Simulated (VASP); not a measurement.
# As (R-3m) in VASP: notebook

The runs below take As through single point, with PBE+D3(BJ).

Everything below comes from runs of VASP 6.6.1. Logs are shortened: lines on timing, memory, paths and dates and some standing lists are left out, and cuts for length are marked.

## 1. The cell of the first run

It takes space group R-3m (No. 166, trigonal). The conventional cell has a = 3.759 Å, b = 3.759 Å, c = 10.457 Å, α = 90.00°, β = 90.00°, γ = 120.00°. As (site symmetry 3m) has 6 As at 2.52 to 3.10 Å within 3.3 Å.

## 2. Single point, PBE+D3(BJ)

INCAR

```
ALGO = Normal
EDIFF = 1E-6
ENCUT = 520
GGA = PE
ISIF = 2
ISMEAR = 0
IVDW = 12
LASPH = T
LCHARG = F
LREAL = F
LWAVE = F
NBANDS = 12
NELM = 80
PREC = Accurate
SIGMA = 0.15
```

KPOINTS

```
k-points
0
Gamma
  15 15 15
```

POSCAR

```
As
1.0
    1.8797494575      1.0852738553      3.4857700000
   -1.8797494575      1.0852738553      3.4857700000
    0.0000000000     -2.1705477106      3.4857700000
As
2
Direct
    0.2275400000      0.2275400000      0.2275400000
    0.7724600000      0.7724600000      0.7724600000
```

Potentials or basis: VASP PAW PBE potentials, release 64 (As).

The run is started by

```bash
$ cat potpaw_PBE.64/As/POTCAR > POTCAR
$ mpirun -np 1 vasp_std > vasp.out
```

OUTCAR:

```text
EDIFF = 1E-6
   ENCUT = 520
   GGA = PE
   ISIF = 2
   ISMEAR = 0
   IVDW = 12
   LASPH = T
   LREAL = F
   NELM = 80
   PREC = Accurate
 IVDW          = 12

 ion  position               nearest neighbor table
   1  0.228  0.228  0.228-   2 2.52   2 2.52   2 2.52
   2  0.772  0.772  0.772-   1 2.52   1 2.52   1 2.52

  LATTYP: Found a trigonal (rhomboedric) cell.
 ALAT       =     4.1063207202
 COS(alpha) =     0.5808936906

  Lattice vectors:

 A1 = (   1.8797494575,   1.0852738553,   3.4857700000)
 A2 = (  -1.8797494575,   1.0852738553,   3.4857700000)
 A3 = (   0.0000000000,  -2.1705477106,   3.4857700000)

Analysis of symmetry for initial positions (statically):
=====================================================================
 Subroutine PRICEL returns:
 Original cell was already a primitive cell.

 Routine SETGRP: Setting up the symmetry group for a
 trigonal (rhombohedral) supercell.

 Subroutine GETGRP returns: Found 12 space group operations
 (whereof 12 operations were pure point group operations)
 out of a pool of 12 trial point group operations.

The static configuration has the point symmetry D_3d.

Analysis of symmetry for dynamics (positions and initial velocities):
=====================================================================
 Subroutine PRICEL returns:
 Original cell was already a primitive cell.

 Routine SETGRP: Setting up the symmetry group for a
 trigonal (rhombohedral) supercell.

 Subroutine GETGRP returns: Found 12 space group operations
 (whereof 12 operations were pure point group operations)
 out of a pool of 12 trial point group operations.

The dynamic configuration has the point symmetry D_3d.

 Subroutine INISYM returns: Found 12 space group operations
 (whereof 12 operations are pure point group operations),
 and found     1 'primitive' translations

----------------------------------------------------------------------------------------

                                     Primitive cell

  volume of cell :      42.6667

  direct lattice vectors                    reciprocal lattice vectors
     1.879749457  1.085273855  3.485770000     0.265992895  0.153571070  0.095626887
    -1.879749457  1.085273855  3.485770000    -0.265992895  0.153571070  0.095626887
     0.000000000 -2.170547711  3.485770000     0.000000000 -0.307142139  0.095626887

  length of vectors
     4.106320720  4.106320720  4.106320720     0.321684310  0.321684310  0.321684310

  position of ions in fractional coordinates (direct lattice)
     0.227540000  0.227540000  0.227540000
     0.772460000  0.772460000  0.772460000

  ion indices of the primitive-cell ions
   primitive index   ion index
                 1           1
                 2           2

----------------------------------------------------------------------------------------

 KPOINTS: k-points

Automatic generation of k-mesh.
 Grid dimensions read from file:
 generate k-points for:   15   15   15

 Generating k-lattice:

  Cartesian coordinates                     Fractional coordinates (reciprocal lattice)
     0.017732860  0.010238071  0.006375126     0.066666667  0.000000000 -0.000000000
    -0.017732860  0.010238071  0.006375126     0.000000000  0.066666667 -0.000000000
     0.000000000 -0.020476143  0.006375126    -0.000000000 -0.000000000  0.066666667

  Length of vectors
     0.021445621  0.021445621  0.021445621

  Shift w.r.t. Gamma in fractional coordinates (k-lattice)
     0.000000000  0.000000000  0.000000000

 Subroutine IBZKPT returns following result:
 ===========================================

 Found    344 irreducible k-points:

 Following reciprocal coordinates:
            Coordinates               Weight
  0.000000  0.000000  0.000000      1.000000
  0.066667  0.000000  0.000000      6.000000
  0.133333  0.000000  0.000000      6.000000
  0.200000  0.000000  0.000000      6.000000
  0.266667  0.000000  0.000000      6.000000
  0.333333  0.000000  0.000000      6.000000
[... 16 lines left out ...]
  0.133333  0.133333  0.000000      6.000000
  0.200000  0.133333 -0.000000     12.000000
 [... further k-points ...]
   k-points           NKPTS =    344   k-points in BZ     NKDIM =    344   number of bands    NBANDS=     12
   number of dos      NEDOS =    301   number of ions     NIONS =      2
   total plane-waves  NPLWV =  32768
   dimension x,y,z NGX =    32 NGY =   32 NGZ =   32
   dimension x,y,z NGXF=    64 NGYF=   64 NGZF=   64
   ions per type =               2
   NGX,Y,Z   is equivalent  to a cutoff of  12.96, 12.96, 12.96 a.u.
   NGXF,Y,Z  is equivalent  to a cutoff of  25.91, 25.91, 25.91 a.u.
 SYSTEM =  unknown system
   PREC   = accura    normal or accurate (medium, high low for compatibility)
   ISTART =      0    job   : 0-new  1-cont  2-samecut
   ICHARG =      2    charge: 1-file 2-atom 10-const
   ISPIN  =      1    spin polarized calculation?
   LNONCOLLINEAR =      F non collinear calculations
   LSORBIT =      F    spin-orbit coupling
   LASPH  =      T    aspherical Exc in radial PAW
   ENCUT  =  520.0 eV  38.22 Ry    6.18 a.u.   7.64  7.64  7.64*2*pi/ulx,y,z
   NELM   =     80;   NELMIN=  2; NELMDL= -5     # of ELM steps
   EDIFF  = 0.1E-05   stopping-criterion for ELM
   LREAL  =      F    real-space projection
   EDIFFG = 0.1E-04   stopping-criterion for IOM
   NSW    =      0    number of steps for IOM
   IBRION =     -1    ionic relax: 0-MD 1-quasi-New 2-CG
   NFREE  =      0    steps in history (QN), initial steepest desc. (CG)
   ISIF   =      2    stress and relaxation
   ISYM   =      2    0-nonsym 1-usesym 2-fastsym
   POTIM  = 0.5000    time-step for ionic-motion
   TEBEG  =    0.0;   TEEND  =   0.0 temperature during run
   PSTRESS=    0.0 pullay stress
   NELECT =      10.0000    total number of electrons
   NUPDOWN=      -1.0000    fix difference up-down
   EMIN   =  10.00;   EMAX   =-10.00  energy-range for DOS
   EFERMI =   0.00;   METHOD = LEGACY
   ISMEAR =     0;   SIGMA  =   0.15  broadening in eV -4-tet -1-fermi 0-gaus
   EFERMI_NEDOS =   21; number of points for ismear=-14 and -15
   IALGO  =     38    algorithm
   IMIX   =      4    mixing-type and parameters
     AMIX     =   0.40;   BMIX     =  1.00
     AMIX_MAG =   1.60;   BMIX_MAG =  1.00
  volume/ion in A,a.u.               =      21.33       143.96
  Fermi-wavevector in a.u.,A,eV,Ry     =   1.009358  1.907409 13.861654  1.018803
  Thomas-Fermi vector in A             =   2.142281
   LORBIT       =      0    0 simple, 1 ext, 2 COOP (PROOUT), +10 PAW based schemes
   GGA     = PE    functional components
   LHFCALC =     F    Hartree Fock is set to
   AEXX    =    0.0000 exact exchange contribution
   IVDW    =    12    specifies the selected vdW correction
   LEPSILON=     F    determine dielectric tensor
   LRPA    =     F    only Hartree local field effects (RPA)
 non-spin polarized calculation
 Gauss-broadening in eV      SIGMA  =   0.15
  energy-cutoff  :      520.00
  volume of cell :       42.67
 maximum number of plane-waves:      1161
   NGX = 15   NGY = 15   NGZ = 15

 number of electron      10.0000000 magnetization

 Free energy of the ion-electron system (eV)
  ---------------------------------------------------
  ext. energy  EPLUGINS =         0.00000000
  ---------------------------------------------------
  free energy    TOTEN  =        -9.31619167 eV

  energy without entropy =       -9.31420086  energy(sigma->0) =       -9.31519626

 E-fermi :   5.6357     XC(G=0): -10.0144

 val. band max:        5.6218773409   @ k =   0.4000   0.0667   0.0667
 cond. band min:       5.7382171790   @ k =   0.4000   0.2667   0.2667
 fundamental gap:      0.1163398381
 Fermi energy:         5.6357217464

 k-point     1 :       0.0000    0.0000    0.0000
  band No.  band energies     occupation
      1      -9.5297      2.00000
      2      -0.1950      2.00000
      3       3.0242      2.00000
      4       3.5441      2.00000
      5       3.5441      2.00000
      6       7.3189      0.00000
      7       8.5213      0.00000
      8       8.5213      0.00000
      9      12.3442      0.00000
     10      12.3442      0.00000
     11      12.7745      0.00000
     12      14.2565      0.00000

 k-point     2 :       0.0667    0.0000    0.0000
  band No.  band energies     occupation
      1      -9.4697      2.00000
      2      -0.4185      2.00000
      3       3.0629      2.00000
      4       3.5003      2.00000
      5       3.5083      2.00000
      6       7.4462      0.00000
      7       8.3842      0.00000
      8       8.4674      0.00000
      9      11.9047      0.00000
     10      12.2511      0.00000
     11      12.4007      0.00000
     12      14.6930      0.00000

 k-point     3 :       0.1333    0.0000    0.0000
  band No.  band energies     occupation
      1      -9.2904      2.00000
      2      -1.0168      2.00000
      3       3.0230      2.00000
      4       3.3836      2.00000
      5       3.5899      2.00000
      6       7.5375      0.00000
      7       8.1232      0.00000
      8       8.2776      0.00000
      9      11.3180      0.00000
     10      12.0421      0.00000
     11      12.2889      0.00000
     12      15.6976      0.00000
[... 286 lines left out ...]
 k-point    23 :       0.1333    0.1333    0.0000
  band No.  band energies     occupation
      1      -9.2383      2.00000
      2      -1.1374      2.00000
      3       2.5092      2.00000
      4       3.0477      2.00000
      5       4.4368      2.00000
      6       7.0101      0.00000
      7       7.8447      0.00000
      8       8.9984      0.00000
      9      11.3606      0.00000
     10      12.4788      0.00000
     11      12.9662      0.00000
     12      14.8347      0.00000

 k-point    24 :       0.2000    0.1333   -0.0000
  band No.  band energies     occupation
      1      -9.0354      2.00000
      2      -1.6116      2.00000
      3       2.2161      2.00000
      4       2.8214      2.00000
      5       4.5870      2.00000
      6       6.7539      0.00000
      7       7.9960      0.00000
      8       9.0223      0.00000
      9      11.0569      0.00000
     10      12.6191      0.00000
     11      13.5146      0.00000
     12      15.0981      0.00000

 [... further k-points ...]

------------------------ aborting loop because EDIFF is reached ----------------------------------------

 Edisp (eV)   -0.84750

 E8    (eV) :    -0.3590

  FORCE on cell =-STRESS in cart. coord.  units (eV):
  Direction    XX          YY          ZZ          XY          YZ          ZX
  --------------------------------------------------------------------------------------
  -------------------------------------------------------------------------------------
  Total       0.28282     0.28282    -0.03143    -0.00000     0.00000     0.00000
  in kB      10.62008    10.62008    -1.18031    -0.00000     0.00000     0.00000
  external pressure =        6.69 kB  Pullay stress =        0.00 kB

 VOLUME and BASIS-vectors are now :
 -----------------------------------------------------------------------------
  energy-cutoff  :      520.00
  volume of cell :       42.67
      direct lattice vectors                 reciprocal lattice vectors
     1.879749457  1.085273855  3.485770000     0.265992895  0.153571070  0.095626887
    -1.879749457  1.085273855  3.485770000    -0.265992895  0.153571070  0.095626887
     0.000000000 -2.170547711  3.485770000     0.000000000 -0.307142139  0.095626887

 POSITION                                       TOTAL-FORCE (eV/Angst)
 -----------------------------------------------------------------------------------
      0.00000      0.00000      2.37946         0.000000      0.000000      0.277258
      0.00000      0.00000      8.07785         0.000000     -0.000000     -0.277258
 -----------------------------------------------------------------------------------
    total drift:                               -0.000000      0.000000     -0.000000

  FREE ENERGIE OF THE ION-ELECTRON SYSTEM (eV)
  ---------------------------------------------------
  free  energy   TOTEN  =       -10.1636948489 eV

  energy  without entropy=      -10.1617040383  energy(sigma->0) =      -10.16269944
```

Run time: 80 s. Hardware: 1 thread of Intel Xeon Platinum 8259CL at 2.50GHz (Skylake/Cascade Lake), shared host; peak memory 0.29 GiB.

What came out:

| Property | Result |
| --- | --- |
| Free energy | -10.1637 eV |
| Pressure | 0.7 GPa |
| Largest force | 0.277 eV/Å |
| Band gap on the k mesh | zero (band 5 reaches 5.74 eV, above the bottom of band 6 at 5.40 eV) |
| Dispersion energy per atom | -0.424 eV |

Forces on the atoms (eV/Å):
```
As   0.000  0.000  0.277
As   0.000  0.000 -0.277
```

Levels at points of the mesh, in eV from the Fermi level:
```csv
k point,band 2,band 3,band 4,band 5,band 6,band 7,band 8,band 9
"(0.00, 0.00, 0.00)",-5.83,-2.61,-2.09,-2.09,1.68,2.89,2.89,6.71
```

Caveat: pairwise dispersion overbinds metals, which lowers pressure and volume.

## 3. Single point, PBE+D3(BJ)

INCAR

```
ALGO = Normal
EDIFF = 1E-6
ENCUT = 600
GGA = PE
GGA_COMPAT = F
ISIF = 2
ISMEAR = 0
IVDW = 12
LASPH = T
LCHARG = F
LREAL = F
LWAVE = F
NBANDS = 22
NELM = 120
PREC = Accurate
SIGMA = 0.15
```

KPOINTS is that of step 2.

POSCAR is that of step 2.

Potentials or basis: VASP PAW PBE potentials, release 64 (As_d).

The run is started by

```bash
$ cat potpaw_PBE.64/As_d/POTCAR > POTCAR
$ mpirun -np 1 vasp_std > vasp.out
```

It took 4.2 min on 1 thread of Intel Xeon Platinum 8259CL at 2.50GHz (Skylake/Cascade Lake), shared host; peak memory 0.44 GiB.

Results (log left out):

```
Free energy                : -10.1813 eV
Pressure                   : 0.4 GPa
Largest force              : 0.234 eV/Å
Band gap on the k mesh     : zero (band 15 reaches 4.06 eV, above the bottom of band 16 at 3.72 eV)
Dispersion energy per atom : -0.424 eV
```

Forces in eV/Å, atoms in the order of the input:
```
As   0.000  0.000  0.234
As   0.000  0.000 -0.234
```

Stress tensor (GPa, compression positive):
```
 0.73  0.00  0.00
 0.00  0.73  0.00
 0.00  0.00 -0.34
```

Levels at points of the mesh, in eV from the Fermi level:
| k point | band 13 | band 14 | band 15 | band 16 | band 17 | band 18 |
| --- | --- | --- | --- | --- | --- | --- |
| (0.00, 0.00, 0.00) | -2.61 | -2.09 | -2.09 | 1.70 | 2.89 | 2.89 |

Caveat: pairwise dispersion overbinds metals, which lowers pressure and volume.
